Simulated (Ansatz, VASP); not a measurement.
# One calculation of CdS, two programs

```
Cd S
1.0
     0.00000    2.94060    2.94060
     2.94060    0.00000    2.94060
     2.94060    2.94060    0.00000
Cd S
1 1
Direct
  0.00000 0.00000 0.00000
  0.25000 0.25000 0.25000
```

Alike in both runs: task single point; functional PBE; dispersion D3(BJ); k mesh 6 × 6 × 6; no spin polarisation.

```csv
,VASP,Ansatz
version,VASP 6.6.1,Ansatz 0.2.0
potentials or method,"VASP PAW PBE potentials, release 64 (Cd, S), cutoff 520 eV","plane waves, PAW"
occupations,"methfessel-paxton of order 1, width 0.1 eV",cold
valence electrons in the cell,18,26
```

```csv
,VASP,Ansatz,Ansatz less VASP
pressure (GPa),-0.5,-0.8,-0.32
```

VASP's potentials hold 18 valence electrons a cell and Ansatz's 26, so a difference there can come from the potentials and not from the codes.
